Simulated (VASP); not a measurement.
Write the native input for VASP 6.6.1 that does the following.

```
Task                   : relaxation of cell and atoms
Functional             : r2SCAN
Potentials or basis    : VASP PAW PBE potentials, release 64 (Hf_pv, N)
Cutoff                 : 600 eV
k mesh                 : 9 × 9 × 9
Occupations            : fermi-dirac, width 0.05 eV
Spin                   : no spin polarisation
Target pressure        : 10 GPa
Dipole correction      : no
Further INCAR settings : ALGO = Normal; EDIFF = 1e-06; IBRION = 2; EDIFFG = -0.01; NSW = 60; ISIF = 3
```

The system is HfN.

```
Hf N
1.0
     2.82503    0.00000    0.00000
     0.00000    2.82503    0.00000
     0.00000    0.00000    2.82503
Hf N
1 1
Direct
  0.50000 0.50000 0.50000
  0.00000 0.00000 0.00000
```

These files were run (other wordings do the same):

POSCAR

```
HfN
1.0
    2.8250300000      0.0000000000      0.0000000000
    0.0000000000      2.8250300000      0.0000000000
    0.0000000000      0.0000000000      2.8250300000
Hf N
1 1
Direct
    0.5000000000      0.5000000000      0.5000000000
    0.0000000000      0.0000000000      0.0000000000
```

INCAR.step1

```
SYSTEM = HfN
ALGO     = Normal         ! electronic algorithm
EDIFF    = 1E-4           ! SCF threshold, eV
ENCUT    = 600            ! plane-wave cutoff, eV
GGA      = PE             ! functional
ISMEAR   = -1             ! smearing method
LASPH    = .TRUE.         ! aspherical terms in the spheres
LCHARG   = .FALSE.        ! write CHGCAR
LREAL    = .FALSE.        ! projectors in reciprocal space
LWAVE    = .TRUE.         ! write WAVECAR
NELM     = 80             ! most SCF steps
PREC     = Accurate       ! precision mode
SIGMA    = 0.05           ! smearing width, eV
```

INCAR.step2

```
SYSTEM = HfN
ALGO     = Normal         ! electronic algorithm
EDIFF    = 1E-6           ! SCF threshold, eV
EDIFFG   = -0.01          ! ionic threshold
ENCUT    = 600            ! plane-wave cutoff, eV
IBRION   = 2              ! ionic algorithm
ISIF     = 3              ! what is computed and relaxed
ISMEAR   = -1             ! smearing method
ISTART   = 1            
LASPH    = .TRUE.         ! aspherical terms in the spheres
LCHARG   = .FALSE.        ! write CHGCAR
LMIXTAU  = .TRUE.       
LREAL    = .FALSE.        ! projectors in reciprocal space
LWAVE    = .FALSE.        ! write WAVECAR
METAGGA  = R2SCAN         ! meta-GGA
NELM     = 80             ! most SCF steps
NSW      = 60             ! ionic steps
PREC     = Accurate       ! precision mode
PSTRESS  = 100.0        
SIGMA    = 0.05           ! smearing width, eV
```

KPOINTS

```
k-points
0
G
  9 9 9
  0 0 0
```

Potentials or basis: VASP PAW PBE potentials, release 64 (Hf_pv, N).

Launch:

```sh
$ cat potpaw_PBE.64/Hf_pv/POTCAR potpaw_PBE.64/N/POTCAR > POTCAR
$ cp INCAR.step1 INCAR
$ mpirun -np 1 vasp_std > vasp.out
$ cp INCAR.step2 INCAR
$ mpirun -np 1 vasp_std > vasp.out
```

Results of the run:

- Relaxed volume: 10.53 Å³/atom
- Relaxed cell: a = 2.762 Å, b = 2.762 Å, c = 2.762 Å, α = 90.00°, β = 90.00°, γ = 90.00°
- Space group after relaxing (to 0.05 Å): Pm-3m (No. 221)
- Energy change on relaxing (the enthalpy is what falls): +2.4 meV/atom
- Ionic steps: 4
- Pressure after relaxing: 9.9 GPa

Caveat: the cell is relaxed towards a set pressure, so the enthalpy falls and the energy may rise; the PAW data sets were made with another functional, which shifts forces and pressure a little.

Wall time 60 s on 1 thread of Intel(R) Xeon(R) 6975P-C (Granite Rapids), on a shared host, peak memory 0.16 GiB.
